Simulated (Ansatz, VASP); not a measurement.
**Two plane-wave programs on Al**

Contents of POSCAR:

```
Al
1.0
   -1.6017568692      1.6017568692      1.6017568692
    1.6017568692     -1.6017568692      1.6017568692
    1.6017568692      1.6017568692     -1.6017568692
Al
1
Direct
    0.0000000000      0.0000000000      0.0000000000
```

INCAR.step1

```
SYSTEM = Al
PREC     = Accurate       ! precision mode
ENCUT    = 520            ! plane-wave cutoff, eV
EDIFF    = 1E-5           ! SCF threshold, eV
ISMEAR   = -1             ! smearing method
SIGMA    = 0.05           ! smearing width, eV
LREAL    = .False.        ! projectors in reciprocal space
LASPH    = .True.         ! aspherical terms in the spheres
NELM     = 80             ! most SCF steps
ALGO     = Normal         ! electronic algorithm
ISIF     = 2              ! what is computed and relaxed
LWAVE    = .True.         ! write WAVECAR
LCHARG   = .False.        ! write CHGCAR
GGA      = PE             ! functional
NBANDS   = 8              ! bands
```

INCAR.step2

```
SYSTEM = Al
PREC     = Accurate       ! precision mode
ENCUT    = 520            ! plane-wave cutoff, eV
EDIFF    = 1E-7           ! SCF threshold, eV
ISMEAR   = -1             ! smearing method
SIGMA    = 0.05           ! smearing width, eV
LREAL    = .False.        ! projectors in reciprocal space
LASPH    = .True.         ! aspherical terms in the spheres
NELM     = 80             ! most SCF steps
ALGO     = Normal         ! electronic algorithm
ISIF     = 2              ! what is computed and relaxed
LWAVE    = .False.        ! write WAVECAR
LCHARG   = .False.        ! write CHGCAR
GGA      = PE             ! functional
LHFCALC  = .True.         ! exact exchange
AEXX     = 0.25           ! exact-exchange fraction
PRECFOCK = Normal       
ISTART   = 1            
NBANDS   = 8              ! bands
```

The input KPOINTS:

```
Automatic mesh
0
Gamma
  8 8 8
  0 0 0
```

Contents of input:

```
crystal:
  lattice:
    - [-1.6017568692, 1.6017568692, 1.6017568692]
    - [1.6017568692, -1.6017568692, 1.6017568692]
    - [1.6017568692, 1.6017568692, -1.6017568692]
  atoms:
    - { symbol: Al, position: [0.0, 0.0, 0.0] }
hamiltonian:
  xc: pbe0
  pseudopotentials: { kind: paw }
kpoints:
  mp_grid: { grid: [8, 8, 8] }
scf:
  occupations: { method: fermi_dirac, width: 0.05 }
output:
  forces: true
  stress: true
  eigenvalues: true
```

Alike in both runs: task single point; functional PBE0; k mesh 8 × 8 × 8; occupations fermi-dirac, width 0.05 eV; no spin polarisation.

```csv
,VASP,Ansatz
version,VASP 6.6.1,Ansatz 0.2.0
potentials or method,"VASP PAW PBE potentials, release 64 (Al)",Ansatz PAW
plane-wave cutoff (eV),520,420
valence electrons in the cell,3,3
```

|  | VASP | Ansatz | Ansatz less VASP |
| --- | --- | --- | --- |
| gap on the k mesh at the Fermi level (eV) | none | none | - |
| pressure (GPa) | 1.9 | 1.9 | -0.05 |

A gap of «none» marks a metal or a gap that the smearing closes.
